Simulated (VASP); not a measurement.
# Pd in VASP: notebook

Pd is run at these levels: r2SCAN; tasks: single point, relaxation of cell and atoms.

Everything below comes from runs of VASP 6.6.1. Logs are shortened: lines on timing, memory, paths and dates and some standing lists are left out, and cuts for length are marked.

### 1 The cell of the first run

The typed cell holds 1 atom: a = 2.691 Å, b = 2.691 Å, c = 2.691 Å, α = 109.48°, β = 109.48°, γ = 109.48°.

### 2 Single point, r2SCAN

POSCAR

```
Pd
1.0
    2.1975926099      1.2687806849      0.8969652783
   -2.1975926099      1.2687806849      0.8969652783
    0.0000000000     -2.5375613698      0.8969652782
Pd
1
Direct
    0.5000000000      0.5000000000      0.5000000000
```

INCAR.step1

```
PREC = Accurate
ENCUT = 520
ISMEAR = 0
SIGMA = 0.1
LREAL = F
LASPH = T
NELM = 80
NBANDS = 11
GGA = PE
ALGO = Normal
EDIFF = 1E-4
LWAVE = T
LCHARG = F
```

INCAR.step2

```
PREC = Accurate
ENCUT = 520
EDIFF = 1E-6
ISMEAR = 0
SIGMA = 0.1
LREAL = F
LASPH = T
NELM = 80
ALGO = Normal
ISIF = 2
LWAVE = F
LCHARG = F
METAGGA = R2SCAN
LMIXTAU = T
NBANDS = 11
ISTART = 1
```

KPOINTS

```
regular mesh
0
Gamma
  9 9 9
```

Potentials or basis: VASP PAW PBE potentials, release 64 (Pd).

The run is started by

```sh
$ cat potpaw_PBE.64/Pd/POTCAR > POTCAR
$ cp INCAR.step1 INCAR
$ mpirun -np 1 vasp_std > vasp.out
$ cp INCAR.step2 INCAR
$ mpirun -np 1 vasp_std > vasp.out
```

OUTCAR:

```text
PREC = Accurate
   ENCUT = 520
   EDIFF = 1E-6
   ISMEAR = 0
   LREAL = F
   LASPH = T
   NELM = 80
   ISIF = 2
   METAGGA = R2SCAN
   ISTART = 1

 ion  position               nearest neighbor table
   1  0.500  0.500  0.500-

  LATTYP: Found a trigonal (rhomboedric) cell.
 ALAT       =     2.6914242356
 COS(alpha) =    -0.3333987694

  Lattice vectors:

 A1 = (   2.1975926099,   1.2687806849,   0.8969652783)
 A2 = (  -2.1975926099,   1.2687806849,   0.8969652783)
 A3 = (   0.0000000000,  -2.5375613698,   0.8969652782)

Analysis of symmetry for initial positions (statically):
=====================================================================
 Subroutine PRICEL returns:
 Original cell was already a primitive cell.

 Routine SETGRP: Setting up the symmetry group for a
 trigonal (rhombohedral) supercell.

 Subroutine GETGRP returns: Found 12 space group operations
 (whereof 12 operations were pure point group operations)
 out of a pool of 12 trial point group operations.

The static configuration has the point symmetry D_3d.

Analysis of symmetry for dynamics (positions and initial velocities):
=====================================================================
 Subroutine PRICEL returns:
 Original cell was already a primitive cell.

 Routine SETGRP: Setting up the symmetry group for a
 trigonal (rhombohedral) supercell.

 Subroutine GETGRP returns: Found 12 space group operations
 (whereof 12 operations were pure point group operations)
 out of a pool of 12 trial point group operations.

The dynamic configuration has the point symmetry D_3d.

 Subroutine INISYM returns: Found 12 space group operations
 (whereof 12 operations are pure point group operations),
 and found     1 'primitive' translations

----------------------------------------------------------------------------------------

                                     Primitive cell

  volume of cell :      15.0059

  direct lattice vectors                    reciprocal lattice vectors
     2.197592610  1.268780685  0.896965278     0.227521697  0.131359713  0.371623452
    -2.197592610  1.268780685  0.896965278    -0.227521697  0.131359713  0.371623452
     0.000000000 -2.537561370  0.896965278     0.000000000 -0.262719426  0.371623452

  length of vectors
     2.691424236  2.691424236  2.691424236     0.455110412  0.455110412  0.455110412

  position of ions in fractional coordinates (direct lattice)
     0.500000000  0.500000000  0.500000000

  ion indices of the primitive-cell ions
   primitive index   ion index
                 1           1

----------------------------------------------------------------------------------------

 KPOINTS: regular mesh

Automatic generation of k-mesh.
 Grid dimensions read from file:
 generate k-points for:    9    9    9

 Generating k-lattice:

  Cartesian coordinates                     Fractional coordinates (reciprocal lattice)
     0.025280189  0.014595524  0.041291495     0.111111111 -0.000000000  0.000000000
    -0.025280189  0.014595524  0.041291495    -0.000000000  0.111111111  0.000000000
     0.000000000 -0.029191047  0.041291495    -0.000000000 -0.000000000  0.111111111

  Length of vectors
     0.050567824  0.050567824  0.050567824

  Shift w.r.t. Gamma in fractional coordinates (k-lattice)
     0.000000000  0.000000000  0.000000000

 Subroutine IBZKPT returns following result:
 ===========================================

 Found     85 irreducible k-points:

 Following reciprocal coordinates:
            Coordinates               Weight
  0.000000  0.000000  0.000000      1.000000
  0.111111  0.000000  0.000000      6.000000
  0.222222  0.000000  0.000000      6.000000
  0.333333 -0.000000  0.000000      6.000000
  0.444444  0.000000  0.000000      6.000000
  0.111111  0.111111  0.000000      6.000000
[... 16 lines left out ...]
 -0.333333  0.333333  0.000000      6.000000
  0.444444  0.444444  0.000000      6.000000
 [... further k-points ...]
   k-points           NKPTS =     85   k-points in BZ     NKDIM =     85   number of bands    NBANDS=     11
   number of dos      NEDOS =    301   number of ions     NIONS =      1
   total plane-waves  NPLWV =   8000
   dimension x,y,z NGX =    20 NGY =   20 NGZ =   20
   dimension x,y,z NGXF=    40 NGYF=   40 NGZF=   40
   ions per type =               1
   NGX,Y,Z   is equivalent  to a cutoff of  12.35, 12.35, 12.35 a.u.
   NGXF,Y,Z  is equivalent  to a cutoff of  24.71, 24.71, 24.71 a.u.
 SYSTEM =  unknown system
   PREC   = accura    normal or accurate (medium, high low for compatibility)
   ISTART =      1    job   : 0-new  1-cont  2-samecut
   ICHARG =      0    charge: 1-file 2-atom 10-const
   ISPIN  =      1    spin polarized calculation?
   LNONCOLLINEAR =      F non collinear calculations
   LSORBIT =      F    spin-orbit coupling
   LASPH  =      T    aspherical Exc in radial PAW
   ENCUT  =  520.0 eV  38.22 Ry    6.18 a.u.   5.00  5.00  5.00*2*pi/ulx,y,z
   NELM   =     80;   NELMIN=  2; NELMDL=  0     # of ELM steps
   EDIFF  = 0.1E-05   stopping-criterion for ELM
   LREAL  =      F    real-space projection
   EDIFFG = 0.1E-04   stopping-criterion for IOM
   NSW    =      0    number of steps for IOM
   IBRION =     -1    ionic relax: 0-MD 1-quasi-New 2-CG
   NFREE  =      0    steps in history (QN), initial steepest desc. (CG)
   ISIF   =      2    stress and relaxation
   ISYM   =      2    0-nonsym 1-usesym 2-fastsym
   POTIM  = 0.5000    time-step for ionic-motion
   TEBEG  =    0.0;   TEEND  =   0.0 temperature during run
   PSTRESS=    0.0 pullay stress
   NELECT =      10.0000    total number of electrons
   NUPDOWN=      -1.0000    fix difference up-down
   EMIN   =  10.00;   EMAX   =-10.00  energy-range for DOS
   EFERMI =   0.00;   METHOD = LEGACY
   ISMEAR =     0;   SIGMA  =   0.10  broadening in eV -4-tet -1-fermi 0-gaus
   EFERMI_NEDOS =   21; number of points for ismear=-14 and -15
   IALGO  =     38    algorithm
   IMIX   =      4    mixing-type and parameters
     AMIX     =   0.40;   BMIX     =  1.00
     AMIX_MAG =   1.60;   BMIX_MAG =  1.00
  volume/ion in A,a.u.               =      15.01       101.26
  Fermi-wavevector in a.u.,A,eV,Ry     =   1.429951  2.702216 27.820664  2.044761
  Thomas-Fermi vector in A             =   2.549849
   LORBIT       =      0    0 simple, 1 ext, 2 COOP (PROOUT), +10 PAW based schemes
   METAGGA = R2SCAN    functional components
   LHFCALC =     F    Hartree Fock is set to
   AEXX    =    0.0000 exact exchange contribution
   IVDW    =     0    specifies the selected vdW correction
   LEPSILON=     F    determine dielectric tensor
   LRPA    =     F    only Hartree local field effects (RPA)
 non-spin polarized calculation
 Gauss-broadening in eV      SIGMA  =   0.10
  energy-cutoff  :      520.00
  volume of cell :       15.01
 maximum number of plane-waves:       414
   NGX =  9   NGY =  9   NGZ =  9

 number of electron      10.0000004 magnetization

 Free energy of the ion-electron system (eV)
  ---------------------------------------------------
  ext. energy  EPLUGINS =         0.00000000
  ---------------------------------------------------
  free energy    TOTEN  =       -22.91846941 eV

  energy without entropy =      -22.91474635  energy(sigma->0) =      -22.91660788

 E-fermi :   9.3327     XC(G=0): -13.9916

 val. band max:        9.3258625487   @ k =  -0.4444  -0.4444   0.3333
 cond. band min:       9.4351683675   @ k =   0.4444   0.4444   0.3333
 fundamental gap:      0.1093058188
 Fermi energy:         9.3327228098

 k-point     1 :       0.0000    0.0000    0.0000
  band No.  band energies     occupation
      1       2.2899      2.00000
      2       6.3530      2.00000
      3       6.3558      2.00000
      4       6.3558      2.00000
      5       8.3091      2.00000
      6       8.3091      2.00000
      7      29.6500      0.00000
      8      29.6545      0.00000
      9      29.6545      0.00000
     10      31.9668      0.00000
     11      38.2597      0.00000

 k-point     2 :       0.1111    0.0000    0.0000
  band No.  band energies     occupation
      1       2.7620      2.00000
      2       6.2000      2.00000
      3       6.3622      2.00000
      4       6.6924      2.00000
      5       8.1453      2.00000
      6       8.3219      2.00000
      7      29.1930      0.00000
      8      29.6235      0.00000
      9      30.2090      0.00000
     10      31.9530      0.00000
     11      35.6557      0.00000

 k-point     3 :       0.2222    0.0000    0.0000
  band No.  band energies     occupation
      1       3.8530      2.00000
      2       5.8247      2.00000
      3       6.5207      2.00000
      4       7.6228      2.00000
      5       7.9840      2.00000
      6       8.3706      2.00000
      7      26.4686      0.00000
      8      28.4566      0.00000
      9      31.6373      0.00000
     10      31.9308      0.00000
     11      33.8339      0.00000

 k-point     4 :       0.3333   -0.0000    0.0000
  band No.  band energies     occupation
      1       4.2553      2.00000
      2       5.4270      2.00000
      3       7.8930      2.00000
      4       8.2092      2.00000
      5       8.4561      2.00000
      6       8.8519      2.00000
      7      22.0998      0.00000
      8      26.5653      0.00000
      9      30.3659      0.00000
     10      31.9345      0.00000
     11      33.2810      0.00000
[... 239 lines left out ...]
 k-point    22 :      -0.4444    0.3333   -0.0000
  band No.  band energies     occupation
      1       4.4184      2.00000
      2       5.3549      2.00000
      3       7.6112      2.00000
      4       8.1658      2.00000
      5       8.7891      2.00000
      6      10.9215      0.00000
      7      20.0977      0.00000
      8      25.1754      0.00000
      9      27.8513      0.00000
     10      31.9743      0.00000
     11      33.7595      0.00000

 k-point    23 :      -0.3333    0.3333    0.0000
  band No.  band energies     occupation
      1       4.2549      2.00000
      2       5.4259      2.00000
      3       7.8927      2.00000
      4       8.2091      2.00000
      5       8.4570      2.00000
      6       8.8520      2.00000
      7      22.0953      0.00000
      8      26.5669      0.00000
      9      30.3670      0.00000
     10      31.9345      0.00000
     11      33.2821      0.00000

 k-point    24 :       0.4444    0.4444    0.0000
  band No.  band energies     occupation
      1       4.2703      2.00000
      2       5.2385      2.00000
      3       8.0176      2.00000
      4       8.2174      2.00000
      5       9.2291      1.85713
      6      12.5666      0.00000
      7      17.5436      0.00000
      8      24.5803      0.00000
      9      26.9972      0.00000
     10      31.9704      0.00000
     11      34.4566      0.00000

 [... further k-points ...]
[... 5 lines left out ...]
  --------------------------------------------------------------------------------------
  -------------------------------------------------------------------------------------
  Total        0.0593309      0.0593309      0.0624904     -0.0000000      0.0000000     -0.0000000
  in kB        6.3347713      6.3347713      6.6721154     -0.0000000      0.0000000     -0.0000000
  external PRESSURE =       6.4472193 kB  Pullay stress =       0.0000000 kB

 VOLUME and BASIS-vectors are now :
 -----------------------------------------------------------------------------
  energy-cutoff  :      520.00
  volume of cell :       15.01
      direct lattice vectors                 reciprocal lattice vectors
     2.197592610  1.268780685  0.896965278     0.227521697  0.131359713  0.371623452
    -2.197592610  1.268780685  0.896965278    -0.227521697  0.131359713  0.371623452
     0.000000000 -2.537561370  0.896965278     0.000000000 -0.262719426  0.371623452

 POSITION                                       TOTAL-FORCE (eV/Angst)
 -----------------------------------------------------------------------------------
      0.00000      0.00000      1.34545         0.000000      0.000000     -0.000000
 -----------------------------------------------------------------------------------
    total drift:                               -0.000000      0.000000      0.000000

  FREE ENERGIE OF THE ION-ELECTRON SYSTEM (eV)
  ---------------------------------------------------
  free  energy   TOTEN  =       -22.9184694066 eV

  energy  without entropy=      -22.9147463492  energy(sigma->0) =      -22.91660788
```

Wall time 41 s (1 thread of Intel Xeon Platinum 8259CL at 2.50GHz (Skylake/Cascade Lake), shared host); peak memory 0.14 GiB.

What came out:

```
Free energy            : -22.9185 eV
Pressure               : 0.6 GPa
Band gap on the k mesh : zero (band 5 reaches 9.80 eV, above the bottom of band 6 at 8.31 eV)
```

Levels at points of the mesh, in eV from the Fermi level:
```
           k point  band 2  band 3  band 4  band 5  band 6  band 7  band 8  band 9
(0.00, 0.00, 0.00)   -2.98   -2.98   -2.98   -1.02   -1.02   20.32   20.32   20.32
```

Caveat: the PAW data sets were made with another functional, which shifts forces and pressure a little.

### 3 Single point, r2SCAN

This run uses another cell than the first one: it holds 3 atoms, not 1.

POSCAR

```
Pd
1.0
    4.4311308902      0.0000000000      0.0000000000
   -2.2155654451      3.8374719184      0.0000000000
    0.0000000000      0.0000000000      2.6390706082
Pd
3
Direct
    0.3333336748      0.0000000000      0.3333333333
    0.0000000000      0.3333336748      0.6666666667
    0.6666663252      0.6666663252      0.0000000000
```

INCAR.step1

```
SYSTEM = Pd
  ALGO = Normal
  EDIFF = 1E-4
  ENCUT = 520
  GGA = PE
  ISMEAR = 0
  LASPH = .True.
  LCHARG = .False.
  LREAL = .False.
  LWAVE = .True.
  NBANDS = 22
  NELM = 80
  PREC = Accurate
  SIGMA = 0.1
```

INCAR.step2

```
SYSTEM = Pd
  ALGO = Normal
  EDIFF = 1E-6
  ENCUT = 520
  ISIF = 2
  ISMEAR = 0
  ISTART = 1
  LASPH = .True.
  LCHARG = .False.
  LMIXTAU = .True.
  LREAL = .False.
  LWAVE = .False.
  METAGGA = R2SCAN
  NBANDS = 22
  NELM = 80
  PREC = Accurate
  SIGMA = 0.1
```

KPOINTS

```
k-points
0
Gamma
  6 6 4
  0 0 0
```

Potentials or basis: VASP PAW PBE potentials, release 64 (Pd).

The run is started by

```sh
$ cat potpaw_PBE.64/Pd/POTCAR > POTCAR
$ cp INCAR.step1 INCAR
$ mpirun -np 1 vasp_std > vasp.out
$ cp INCAR.step2 INCAR
$ mpirun -np 1 vasp_std > vasp.out
```

Run time: 65 s. Hardware: 1 thread of Intel Xeon Platinum 8259CL at 2.50GHz (Skylake/Cascade Lake), shared host; peak memory 0.17 GiB.

The run converged. Its results:

* Free energy: -68.9192 eV
* Pressure: 0.9 GPa
* Band gap on the k mesh: zero (band 15 reaches 10.04 eV, above the bottom of band 16 at 8.65 eV)

Stress tensor (GPa, compression positive):
```
0.99 0.00 0.00
0.00 0.99 0.00
0.00 0.00 0.62
```

Levels at points of the mesh, in eV from the Fermi level:
```
           k point  band 11  band 12  band 13  band 14  band 15  band 16  band 17  band 18  band 19  band 20
(0.00, 0.00, 0.00)    -1.06    -1.06    -0.78    -0.78    -0.78    -0.78     7.94     7.94     7.94     7.94
(0.50, 0.00, 0.00)    -1.09    -0.85    -0.85    -0.76    -0.40    -0.40     0.53     1.54     7.99    15.92
(0.00, 0.00, 0.50)    -1.00    -1.00     0.10     0.10     0.35     3.16     3.16     9.71     9.73     9.73
(0.50, 0.00, 0.50)    -1.15    -0.91    -0.17    -0.17     0.62     1.81     5.24     5.24     8.45    10.95
```

Caveat: the k points lie up to 0.60 Å⁻¹ apart; the PAW data sets were made with another functional, which shifts forces and pressure a little.

### 4 Single point, r2SCAN

POSCAR

```
Pd
1.0
   -1.5548374812      1.5548374812      1.5548374812
    1.5548374812     -1.5548374812      1.5548374812
    1.5548374812      1.5548374812     -1.5548374812
Pd
1
Direct
    0.0000000000      0.0000000000      0.0000000000
```

INCAR.step1

```
ALGO = Normal
EDIFF = 1E-4
ENCUT = 520
GGA = PE
ISMEAR = 0
LASPH = True
LCHARG = False
LREAL = False
LWAVE = True
NBANDS = 11
NELM = 60
PREC = Accurate
SIGMA = 0.1
```

INCAR.step2

```
ALGO = Normal
EDIFF = 1E-7
ENCUT = 520
ISIF = 2
ISMEAR = 0
ISTART = 1
LASPH = True
LCHARG = False
LMIXTAU = True
LREAL = False
LWAVE = False
METAGGA = R2SCAN
NBANDS = 11
NELM = 60
PREC = Accurate
SIGMA = 0.1
```

KPOINTS

```
k-points
0
Gamma
  24 24 24
```

The run is started by

```sh
$ cat potpaw_PBE.64/Pd/POTCAR > POTCAR
$ cp INCAR.step1 INCAR
$ mpirun -np 1 vasp_std > vasp.out
$ cp INCAR.step2 INCAR
$ mpirun -np 1 vasp_std > vasp.out
```

Run time: 4 min. Hardware: 1 thread of Intel Xeon Platinum 8259CL at 2.50GHz (Skylake/Cascade Lake), shared host; peak memory 0.18 GiB.

Results (log left out):

```yaml
Free_energy: -22.9088 eV
Pressure: 0.6 GPa
Band_gap_on_the_k_mesh: zero (band 5 reaches 9.92 eV, above the bottom of band 6 at 8.17 eV)
```

Levels at points of the mesh, in eV from the Fermi level:
| k point | band 2 | band 3 | band 4 | band 5 | band 6 | band 7 | band 8 | band 9 |
| --- | --- | --- | --- | --- | --- | --- | --- | --- |
| (0.00, 0.00, 0.00) | -2.97 | -2.97 | -2.97 | -1.02 | -1.02 | 20.30 | 20.30 | 20.30 |
| (0.50, 0.00, 0.00) | -4.18 | -1.08 | -0.79 | 0.61 | 1.70 | 8.20 | 15.89 | 18.56 |
| (0.50, 0.50, 0.50) | -5.29 | 0.22 | 0.22 | 0.22 | 9.73 | 9.73 | 9.73 | 18.20 |

Caveat: the PAW data sets were made with another functional, which shifts forces and pressure a little.

(Part 1 of 2 ends here.)
